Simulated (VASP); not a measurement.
**MgO (Periclase): single point with PBE**

The system is MgO (Periclase).

```
Mg O
1.0
     0.00000    2.02054    2.02054
     2.02054    0.00000    2.02054
     2.02054    2.02054    0.00000
Mg O
1 1
Direct
  0.00000 0.00000 0.00000
  0.50000 0.50000 0.50000
```

| Item | Value |
| --- | --- |
| Program | VASP 6.6.1 |
| Task | single point |
| Functional | PBE |
| Potentials or basis | VASP PAW PBE potentials, release 64 (Mg, O) |
| Cutoff | 600 eV |
| k mesh | 8 × 8 × 8 |
| Occupations | gaussian, width 0.01 eV |
| Spin | no spin polarisation |

The pressure is 30.6 GPa and the band gap on the k mesh is 6.04 eV, direct.

Levels at points of the mesh, in eV from the valence-band top:
```tsv
k point	band 1	band 2	band 3	band 4	band 5	band 6	band 7	band 8	band 9
(0.00, 0.00, 0.00)	-17.95	0.00	0.00	0.00	6.04	16.50	16.50	16.50	20.76
(0.50, 0.00, 0.00)	-16.32	-5.19	-0.81	-0.81	8.72	14.06	17.63	17.63	22.87
(0.50, 0.50, 0.00)	-16.03	-4.62	-1.53	-1.53	9.24	11.40	14.48	20.96	20.96
```

Wall time 5.7 s on 1 thread of AMD EPYC 7R13 Processor (Zen 3), on a shared host, peak memory 0.11 GiB.

PBE gaps usually lie below the measured ones, often by a third to a half.
